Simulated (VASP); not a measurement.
## N: single point with PBEsol

Crystal: N.

```xyz
4
Lattice="5.6111 0.0000 0.0000 0.0000 5.6111 0.0000 0.0000 0.0000 5.6111" Properties=species:S:1:pos:R:3 pbc="T T T"
N     0.1683    0.1683    0.1683
N     2.6372    5.4428    2.9739
N     2.9739    2.6372    5.4428
N     5.4428    2.9739    2.6372
```

```
Program             : VASP 6.6.1
Task                : single point
Functional          : PBEsol
Potentials or basis : VASP PAW PBE potentials, release 64 (N)
Cutoff              : 520 eV
k mesh              : 4 × 4 × 4
Occupations         : fermi-dirac, width 0.02 eV
Spin                : no spin polarisation
```

```json
{
  "Pressure": "-4.4 GPa",
  "Largest force": "0.406 eV/Å",
  "Band gap on the k mesh": "zero (bands 10 and 11 overlap by 0.16 eV)"
}
```

Forces in eV/Å, atoms in the order of the input:
```
N    0.234  0.234  0.234
N   -0.234 -0.234  0.234
N    0.234 -0.234 -0.234
N   -0.234  0.234 -0.234
```

Levels at points of the mesh, in eV from the Fermi level:
| k point | band 8 | band 9 | band 10 | band 11 | band 12 | band 13 |
| --- | --- | --- | --- | --- | --- | --- |
| (0.00, 0.00, 0.00) | -0.03 | -0.03 | -0.03 | 0.01 | 0.01 | 0.06 |
| (0.50, 0.00, 0.00) | -0.27 | -0.17 | -0.17 | 0.02 | 0.02 | 0.14 |
| (0.50, 0.50, 0.00) | -0.33 | -0.15 | -0.15 | 0.00 | 0.00 | 0.18 |
| (0.50, 0.50, 0.50) | -0.58 | 0.16 | 0.16 | 0.16 | 0.16 | 0.18 |

It took 43 s on 1 thread of Intel Xeon 8259CL, with other jobs on the host, peak memory 0.25 GiB.

Caveat: the cell stands under tension; the PAW data sets were made with another functional, which shifts forces and pressure a little.
